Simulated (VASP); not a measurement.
Write the native input for VASP 6.6.1 that does the following.

```yaml
Task: relaxation of shape and atoms at fixed volume
Functional: PBE
Dispersion: D3(BJ)
Potentials_or_basis: VASP PAW PBE potentials, release 64 (Ga_d, Sb)
Cutoff: 600 eV
k_mesh: 14 × 14 × 14
Occupations: gaussian, width 0.1 eV
Spin: no spin polarisation
Dipole_correction: no
Further_INCAR_settings: ALGO = Fast; EDIFF = 1e-07; IBRION = 2; EDIFFG = -0.01; NSW = 50; ISIF = 4
```

The structure of Ga3Sb lies in POSCAR:

```
Ga3Sb
1.0
   -2.2905085777      2.2905085777      4.2162854045
    2.2905085777     -2.2905085777      4.2162854045
    2.2905085777      2.2905085777     -4.2162854045
Ga Sb
3 1
Direct
    0.7500000000      0.2500000000      0.5000000000
    0.2500000000      0.7500000000      0.5000000000
    0.5000000000      0.5000000000      0.0000000000
    0.0000000000      0.0000000000      0.0000000000
```

One way to write it, as run:

INCAR

```
SYSTEM = Ga3Sb
ALGO     = Fast           ! electronic algorithm
EDIFF    = 1E-7           ! SCF threshold, eV
EDIFFG   = -0.01          ! ionic threshold
ENCUT    = 600            ! plane-wave cutoff, eV
GGA      = PE             ! functional
IBRION   = 2              ! ionic algorithm
ISIF     = 4              ! what is computed and relaxed
ISMEAR   = 0              ! smearing method
IVDW     = 12             ! dispersion correction
LASPH    = .True.         ! aspherical terms in the spheres
LCHARG   = .False.        ! write CHGCAR
LREAL    = .False.        ! projectors in reciprocal space
LWAVE    = .False.        ! write WAVECAR
NELM     = 80             ! most SCF steps
NSW      = 50             ! ionic steps
PREC     = Accurate       ! precision mode
SIGMA    = 0.1            ! smearing width, eV
```

KPOINTS

```
k-points
0
Gamma
  14 14 14
  0 0 0
```

Potentials or basis: VASP PAW PBE potentials, release 64 (Ga_d, Sb).

Launch:

```bash
$ cat potpaw_PBE.64/Ga_d/POTCAR potpaw_PBE.64/Sb/POTCAR > POTCAR
$ mpirun -np 1 vasp_std > vasp.out
```

It gave:

```json
{
  "Pressure after relaxing": "-2.7 GPa",
  "Band gap on the k mesh": "zero (bands 22 and 23 overlap by 4.31 eV)",
  "Dispersion energy per atom": "-0.336 eV"
}
```

Caveat: the relaxation stopped at its first step, so nothing moved; spin-orbit coupling is left out, which moves the levels of the heavy elements.

Wall time 19 min on 1 thread of Oxide Virtual Turin-like Processor, with other jobs on the host, peak memory 0.69 GiB.
